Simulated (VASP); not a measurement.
**LiF: relaxation of shape and atoms at fixed volume with PBE**

Crystal: LiF.

```
CELL_PARAMETERS angstrom
5.43706 0.00000 0.00000
0.00000 5.43706 0.00000
0.00000 0.00000 2.84925
ATOMIC_POSITIONS crystal
Li 0.66329 0.33671 0.25000
Li 0.33671 0.66329 0.75000
Li 0.16329 0.16329 0.00000
Li 0.83671 0.83671 0.50000
F 0.83117 0.16883 0.75000
F 0.16883 0.83117 0.25000
F 0.33117 0.33117 0.50000
F 0.66883 0.66883 0.00000
```

```json
{
  "Program": "VASP 6.6.1",
  "Task": "relaxation of shape and atoms at fixed volume",
  "Functional": "PBE",
  "Potentials or basis": "VASP PAW PBE potentials, release 64 (Li_sv, F)",
  "Cutoff": "600 eV",
  "k mesh": "4 × 4 × 8",
  "Occupations": "gaussian, width 0.02 eV",
  "Spin": "no spin polarisation",
  "Dipole correction": "no",
  "Further INCAR settings": "ALGO = Normal; EDIFF = 1e-06; IBRION = 2; EDIFFG = -0.01; NSW = 50; ISIF = 4"
}
```

```
Pressure after relaxing      : -1.9 GPa
Largest force after relaxing : 0.005 eV/Å
Band gap on the k mesh       : 7.23 eV (least direct gap 7.25 eV)
```

Forces in eV/Å, atoms in the order of the input:
```
Li   0.002 -0.002  0.000
Li  -0.002  0.002  0.000
Li   0.002  0.002  0.000
Li  -0.002 -0.002  0.000
F    0.004 -0.004  0.000
F   -0.004  0.004  0.000
F    0.004  0.004  0.000
F   -0.004 -0.004  0.000
```

Stress tensor (GPa, compression positive):
```
-1.84  0.00  0.00
 0.00 -1.84  0.00
 0.00  0.00 -2.02
```

Final structure:
```
Li F
1.0
     5.43706    0.00000    0.00000
     0.00000    5.43706    0.00000
     0.00000    0.00000    2.84925
Li F
4 4
Direct
  0.66329 0.33671 0.25000
  0.33671 0.66329 0.75000
  0.16329 0.16329 0.00000
  0.83671 0.83671 0.50000
  0.83117 0.16883 0.75000
  0.16883 0.83117 0.25000
  0.33117 0.33117 0.50000
  0.66883 0.66883 0.00000
```

Levels at points of the mesh, in eV from the valence-band top:
```csv
k point,band 16,band 17,band 18,band 19,band 20,band 21,band 22,band 23,band 24,band 25
"(0.00, 0.00, 0.00)",-0.20,-0.09,-0.09,-0.05,-0.02,7.23,10.23,11.75,11.88,11.88
"(0.50, 0.00, 0.00)",-0.40,-0.17,-0.17,-0.03,-0.03,8.47,8.47,11.19,11.19,13.80
"(0.50, 0.50, 0.00)",-0.56,-0.05,-0.05,-0.03,-0.03,8.75,8.75,10.39,10.39,15.18
"(0.00, 0.00, 0.50)",-1.07,-0.45,-0.45,-0.08,-0.08,10.70,10.70,11.97,11.97,13.92
"(0.50, 0.00, 0.50)",-0.84,-0.53,-0.53,-0.17,-0.17,10.69,10.69,12.83,12.83,13.14
"(0.50, 0.50, 0.50)",-1.02,-0.42,-0.42,-0.42,-0.42,11.61,11.61,11.61,11.61,13.47
```

It took 33 s on 1 thread of Intel(R) Xeon(R) 6975P-C (Granite Rapids), with other jobs on the host, peak memory 0.24 GiB.

Caveat: the cutoff is under 1.25 times the usual one of these potentials, so pressure, stress and relaxed cells hold a basis-set (Pulay) error; the relaxation stopped at its first step, so nothing moved. A k mesh can miss the band edges.
